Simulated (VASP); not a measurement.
# GaP (F-43m) in VASP: single point with PBE

Aim: the single point of GaP with PBE.

All numbers are computed with VASP 6.6.1; they aren't measurements. Logs are shortened: lines on timing, memory, paths and dates and some standing lists are left out, and cuts for length are marked.

### 1 The cell of the first run

Symmetry: F-43m, No. 216, cubic system. Conventional cell: a = 5.708 Å, b = 5.708 Å, c = 5.708 Å, α = 90.00°, β = 90.00°, γ = 90.00°. Ga (site symmetry -43m) has 4 P at 2.47 Å within 3.3 Å. P (site symmetry -43m) has 4 Ga at 2.47 Å within 3.3 Å.

### 2 Single point, PBE (As replaced by P, lengths x 0.970, strained)

The input, INCAR:

```
SYSTEM = GaP
PREC = Accurate
ENCUT = 520
EDIFF = 1E-6
ISMEAR = 0
SIGMA = 0.02
LREAL = .False.
LASPH = .True.
NELM = 100
ALGO = Normal
ISIF = 2
LWAVE = .False.
LCHARG = .False.
GGA = PE
NBANDS = 16
```

The input, KPOINTS:

```
Automatic mesh
0
Gamma
  8 8 8
  0 0 0
```

The input, POSCAR:

```
GaP
1.0
    0.0000000000      2.8542038909      2.8542038909
    2.8542038909      0.0000000000      2.8542038909
    2.8542038909      2.8542038909      0.0000000000
Ga P
1 1
Direct
    0.0000000000      0.0000000000      0.0000000000
    0.7500000000      0.7500000000      0.7500000000
```

Potentials or basis: VASP PAW PBE potentials, release 64 (Ga_d, P).

Command:

```console
$ cat potpaw_PBE.64/Ga_d/POTCAR potpaw_PBE.64/P/POTCAR > POTCAR
$ mpirun -np 1 vasp_std > vasp.out
```

OUTCAR:

```text
SYSTEM = GaP
   PREC = Accurate
   ENCUT = 520
   EDIFF = 1E-6
   ISMEAR = 0
   LREAL = .False.
   LASPH = .True.
   NELM = 100
   ISIF = 2
   GGA = PE

 ion  position               nearest neighbor table
   1  0.000  0.000  0.000-   2 2.47   2 2.47   2 2.47   2 2.47
   2  0.750  0.750  0.750-   1 2.47   1 2.47   1 2.47   1 2.47

  LATTYP: Found a face centered cubic cell.
 ALAT       =     5.7084077818

  Lattice vectors:

 A1 = (   0.0000000000,   2.8542038909,   2.8542038909)
 A2 = (   2.8542038909,   0.0000000000,   2.8542038909)
 A3 = (   2.8542038909,   2.8542038909,   0.0000000000)

Analysis of symmetry for initial positions (statically):
=====================================================================
 Subroutine PRICEL returns:
 Original cell was already a primitive cell.

 Routine SETGRP: Setting up the symmetry group for a
 face centered cubic supercell.

 Subroutine GETGRP returns: Found 24 space group operations
 (whereof 24 operations were pure point group operations)
 out of a pool of 48 trial point group operations.

The static configuration has the point symmetry T_d .

Analysis of symmetry for dynamics (positions and initial velocities):
=====================================================================
 Subroutine PRICEL returns:
 Original cell was already a primitive cell.

 Routine SETGRP: Setting up the symmetry group for a
 face centered cubic supercell.

 Subroutine GETGRP returns: Found 24 space group operations
 (whereof 24 operations were pure point group operations)
 out of a pool of 48 trial point group operations.

The dynamic configuration has the point symmetry T_d .

 Subroutine INISYM returns: Found 24 space group operations
 (whereof 24 operations are pure point group operations),
 and found     1 'primitive' translations

----------------------------------------------------------------------------------------

                                     Primitive cell

  volume of cell :      46.5034

  direct lattice vectors                    reciprocal lattice vectors
     0.000000000  2.854203891  2.854203891    -0.175180197  0.175180197  0.175180197
     2.854203891  0.000000000  2.854203891     0.175180197 -0.175180197  0.175180197
     2.854203891  2.854203891  0.000000000     0.175180197  0.175180197 -0.175180197

  length of vectors
     4.036453852  4.036453852  4.036453852     0.303421002  0.303421002  0.303421002

  position of ions in fractional coordinates (direct lattice)
     0.000000000  0.000000000  0.000000000
     0.750000000  0.750000000  0.750000000

  ion indices of the primitive-cell ions
   primitive index   ion index
                 1           1
                 2           2

----------------------------------------------------------------------------------------

 KPOINTS: Automatic mesh

Automatic generation of k-mesh.
 Grid dimensions read from file:
 generate k-points for:    8    8    8

 Generating k-lattice:

  Cartesian coordinates                     Fractional coordinates (reciprocal lattice)
    -0.021897525  0.021897525  0.021897525     0.125000000  0.000000000  0.000000000
     0.021897525 -0.021897525  0.021897525     0.000000000  0.125000000  0.000000000
     0.021897525  0.021897525 -0.021897525     0.000000000  0.000000000  0.125000000

  Length of vectors
     0.037927625  0.037927625  0.037927625

  Shift w.r.t. Gamma in fractional coordinates (k-lattice)
     0.000000000  0.000000000  0.000000000

 Subroutine IBZKPT returns following result:
 ===========================================

 Found     29 irreducible k-points:

 Following reciprocal coordinates:
            Coordinates               Weight
  0.000000  0.000000  0.000000      1.000000
  0.125000  0.000000  0.000000      8.000000
  0.250000  0.000000  0.000000      8.000000
  0.375000  0.000000  0.000000      8.000000
  0.500000  0.000000  0.000000      4.000000
  0.125000  0.125000  0.000000      6.000000
[... 16 lines left out ...]
  0.500000  0.250000  0.125000     48.000000
 -0.375000  0.250000  0.125000     24.000000
 [... further k-points ...]
   k-points           NKPTS =     29   k-points in BZ     NKDIM =     29   number of bands    NBANDS=     16
   number of dos      NEDOS =    301   number of ions     NIONS =      2
   total plane-waves  NPLWV =  27000
   dimension x,y,z NGX =    30 NGY =   30 NGZ =   30
   dimension x,y,z NGXF=    60 NGYF=   60 NGZF=   60
   ions per type =               1   1
   NGX,Y,Z   is equivalent  to a cutoff of  12.36, 12.36, 12.36 a.u.
   NGXF,Y,Z  is equivalent  to a cutoff of  24.71, 24.71, 24.71 a.u.
 SYSTEM =  GaP
   PREC   = accura    normal or accurate (medium, high low for compatibility)
   ISTART =      0    job   : 0-new  1-cont  2-samecut
   ICHARG =      2    charge: 1-file 2-atom 10-const
   ISPIN  =      1    spin polarized calculation?
   LNONCOLLINEAR =      F non collinear calculations
   LSORBIT =      F    spin-orbit coupling
   LASPH  =      T    aspherical Exc in radial PAW
   ENCUT  =  520.0 eV  38.22 Ry    6.18 a.u.   7.51  7.51  7.51*2*pi/ulx,y,z
   NELM   =    100;   NELMIN=  2; NELMDL= -5     # of ELM steps
   EDIFF  = 0.1E-05   stopping-criterion for ELM
   LREAL  =      F    real-space projection
   EDIFFG = 0.1E-04   stopping-criterion for IOM
   NSW    =      0    number of steps for IOM
   IBRION =     -1    ionic relax: 0-MD 1-quasi-New 2-CG
   NFREE  =      0    steps in history (QN), initial steepest desc. (CG)
   ISIF   =      2    stress and relaxation
   ISYM   =      2    0-nonsym 1-usesym 2-fastsym
   POTIM  = 0.5000    time-step for ionic-motion
   TEBEG  =    0.0;   TEEND  =   0.0 temperature during run
   PSTRESS=    0.0 pullay stress
   NELECT =      18.0000    total number of electrons
   NUPDOWN=      -1.0000    fix difference up-down
   EMIN   =  10.00;   EMAX   =-10.00  energy-range for DOS
   EFERMI =   0.00;   METHOD = LEGACY
   ISMEAR =     0;   SIGMA  =   0.02  broadening in eV -4-tet -1-fermi 0-gaus
   EFERMI_NEDOS =   21; number of points for ismear=-14 and -15
   IALGO  =     38    algorithm
   IMIX   =      4    mixing-type and parameters
     AMIX     =   0.40;   BMIX     =  1.00
     AMIX_MAG =   1.60;   BMIX_MAG =  1.00
  volume/ion in A,a.u.               =      23.25       156.91
  Fermi-wavevector in a.u.,A,eV,Ry     =   1.193083  2.254600 19.367174  1.423447
  Thomas-Fermi vector in A             =   2.329106
   LORBIT       =      0    0 simple, 1 ext, 2 COOP (PROOUT), +10 PAW based schemes
   GGA     = PE    functional components
   LHFCALC =     F    Hartree Fock is set to
   AEXX    =    0.0000 exact exchange contribution
   IVDW    =     0    specifies the selected vdW correction
   LEPSILON=     F    determine dielectric tensor
   LRPA    =     F    only Hartree local field effects (RPA)
 non-spin polarized calculation
 Gauss-broadening in eV      SIGMA  =   0.02
  energy-cutoff  :      520.00
  volume of cell :       46.50
 maximum number of plane-waves:      1283
   NGX = 15   NGY = 15   NGZ = 15

 number of electron      17.9999984 magnetization

 Free energy of the ion-electron system (eV)
  ---------------------------------------------------
  ext. energy  EPLUGINS =         0.00000000
  ---------------------------------------------------
  free energy    TOTEN  =        -9.01922462 eV

  energy without entropy =       -9.01922462  energy(sigma->0) =       -9.01922462

 E-fermi :   3.4765     XC(G=0):  -9.2150

 val. band max:        3.3391527410   @ k =   0.0000   0.0000   0.0000
 cond. band min:       4.0585000638   @ k =   0.0000   0.0000   0.0000
 fundamental gap:      0.7193473228
 Fermi energy:         3.4765394311

 k-point     1 :       0.0000    0.0000    0.0000
  band No.  band energies     occupation
      1     -11.0428      2.00000
      2     -11.0428      2.00000
      3     -11.0428      2.00000
      4     -10.9788      2.00000
      5     -10.9788      2.00000
      6      -8.1954      2.00000
[... 8 lines left out ...]
     15      12.9226      0.00000
     16      12.9226      0.00000

 k-point     2 :       0.1250    0.0000    0.0000
  band No.  band energies     occupation
      1     -11.0497      2.00000
      2     -11.0399      2.00000
      3     -11.0399      2.00000
      4     -10.9788      2.00000
      5     -10.9788      2.00000
      6      -8.0275      2.00000
[... 8 lines left out ...]
     15      12.3732      0.00000
     16      12.3999      0.00000

 k-point     3 :       0.2500    0.0000    0.0000
  band No.  band energies     occupation
      1     -11.0660      2.00000
      2     -11.0336      2.00000
      3     -11.0336      2.00000
      4     -10.9779      2.00000
      5     -10.9779      2.00000
      6      -7.5545      2.00000
[... 8 lines left out ...]
     15      12.1855      0.00000
     16      12.8807      0.00000

 k-point     4 :       0.3750    0.0000    0.0000
  band No.  band energies     occupation
      1     -11.0816      2.00000
      2     -11.0287      2.00000
      3     -11.0287      2.00000
      4     -10.9757      2.00000
      5     -10.9757      2.00000
      6      -6.9150      2.00000
[... 8 lines left out ...]
     15      13.1979      0.00000
     16      13.1979      0.00000

 k-point     5 :       0.5000    0.0000    0.0000
  band No.  band energies     occupation
      1     -11.0880      2.00000
      2     -11.0271      2.00000
      3     -11.0271      2.00000
      4     -10.9743      2.00000
      5     -10.9743      2.00000
      6      -6.5480      2.00000
[... 8 lines left out ...]
     15      14.5625      0.00000
     16      14.5625      0.00000

 k-point     6 :       0.1250    0.1250    0.0000
  band No.  band energies     occupation
      1     -11.0551      2.00000
      2     -11.0371      2.00000
      3     -11.0371      2.00000
      4     -10.9811      2.00000
      5     -10.9769      2.00000
      6      -7.9712      2.00000
[... 8 lines left out ...]
     15      12.7144      0.00000
     16      13.1521      0.00000

 k-point     7 :       0.2500    0.1250    0.0000
  band No.  band energies     occupation
      1     -11.0684      2.00000
      2     -11.0317      2.00000
      3     -11.0305      2.00000
      4     -10.9828      2.00000
      5     -10.9750      2.00000
      6      -7.5975      2.00000
[... 8 lines left out ...]
     15      13.1463      0.00000
     16      13.8112      0.00000

 k-point     8 :       0.3750    0.1250    0.0000
  band No.  band energies     occupation
      1     -11.0820      2.00000
      2     -11.0275      2.00000
      3     -11.0250      2.00000
      4     -10.9816      2.00000
      5     -10.9733      2.00000
      6      -6.9961      2.00000
[... 8 lines left out ...]
     15      13.7005      0.00000
     16      13.8631      0.00000

 k-point     9 :       0.5000    0.1250    0.0000
  band No.  band energies     occupation
      1     -11.0895      2.00000
      2     -11.0256      2.00000
      3     -11.0231      2.00000
      4     -10.9782      2.00000
      5     -10.9735      2.00000
      6      -6.4768      2.00000
[... 8 lines left out ...]
     15      14.4717      0.00000
     16      14.5615      0.00000
[... 172 lines left out ...]
 k-point    19 :       0.5000    0.3750    0.0000
  band No.  band energies     occupation
      1     -11.1092      2.00000
      2     -11.0078      2.00000
      3     -11.0056      2.00000
      4     -10.9948      2.00000
      5     -10.9674      2.00000
      6      -5.9852      2.00000
[... 8 lines left out ...]
     15      14.9160      0.00000
     16      15.6025      0.00000

 k-point    20 :      -0.3750    0.3750    0.0000
  band No.  band energies     occupation
      1     -11.1036      2.00000
      2     -11.0138      2.00000
      3     -11.0081      2.00000
      4     -10.9894      2.00000
      5     -10.9711      2.00000
      6      -5.8691      2.00000
[... 8 lines left out ...]
     15      13.4600      0.00000
     16      16.7591      0.00000

 k-point    21 :       0.5000    0.5000    0.0000
  band No.  band energies     occupation
      1     -11.1146      2.00000
      2     -11.0026      2.00000
      3     -11.0026      2.00000
      4     -10.9984      2.00000
      5     -10.9654      2.00000
      6      -5.8299      2.00000
[... 8 lines left out ...]
     15      15.4126      0.00000
     16      15.7496      0.00000

 k-point    22 :       0.3750    0.2500    0.1250
  band No.  band energies     occupation
      1     -11.0809      2.00000
      2     -11.0261      2.00000
      3     -11.0237      2.00000
      4     -10.9847      2.00000
      5     -10.9732      2.00000
      6      -7.1513      2.00000
[... 8 lines left out ...]
     15      13.9426      0.00000
     16      14.8887      0.00000

 k-point    23 :       0.5000    0.2500    0.1250
  band No.  band energies     occupation
      1     -11.0903      2.00000
      2     -11.0237      2.00000
      3     -11.0180      2.00000
      4     -10.9834      2.00000
      5     -10.9732      2.00000
      6      -6.5553      2.00000
[... 8 lines left out ...]
     15      14.1427      0.00000
     16      15.5091      0.00000

 k-point    24 :      -0.3750    0.2500    0.1250
  band No.  band energies     occupation
      1     -11.0937      2.00000
      2     -11.0233      2.00000
      3     -11.0159      2.00000
      4     -10.9813      2.00000
      5     -10.9742      2.00000
      6      -6.2195      2.00000
[... 8 lines left out ...]
     15      14.7835      0.00000
     16      15.0883      0.00000

 [... further k-points ...]
[... 5 lines left out ...]
  --------------------------------------------------------------------------------------
  -------------------------------------------------------------------------------------
  Total       -1.8889995     -1.8889995     -1.8889995      0.0000000      0.0000000     -0.0000000
  in kB      -65.0814841    -65.0814841    -65.0814841      0.0000000      0.0000000     -0.0000000
  external PRESSURE =     -65.0814841 kB  Pullay stress =       0.0000000 kB

 VOLUME and BASIS-vectors are now :
 -----------------------------------------------------------------------------
  energy-cutoff  :      520.00
  volume of cell :       46.50
      direct lattice vectors                 reciprocal lattice vectors
     0.000000000  2.854203891  2.854203891    -0.175180197  0.175180197  0.175180197
     2.854203891  0.000000000  2.854203891     0.175180197 -0.175180197  0.175180197
     2.854203891  2.854203891  0.000000000     0.175180197  0.175180197 -0.175180197

 POSITION                                       TOTAL-FORCE (eV/Angst)
 -----------------------------------------------------------------------------------
      0.00000      0.00000      0.00000        -0.000000      0.000000     -0.000000
      4.28131      4.28131      4.28131         0.000000     -0.000000      0.000000
 -----------------------------------------------------------------------------------
    total drift:                               -0.000002     -0.000002     -0.000002

  FREE ENERGIE OF THE ION-ELECTRON SYSTEM (eV)
  ---------------------------------------------------
  free  energy   TOTEN  =        -9.0192246201 eV

  energy  without entropy=       -9.0192246201  energy(sigma->0) =       -9.01922462
```

It took 10 s on 1 thread of Intel Xeon 6975P-C (Granite Rapids), shared host; peak memory 0.17 GiB.

Results:

```
Free energy            : -9.0192 eV
Pressure               : -6.5 GPa
Band gap on the k mesh : 0.72 eV
```

Caveat: the cell differs from its parent crystal (As replaced by P, lengths x 0.970, strained); the cell stands under tension.
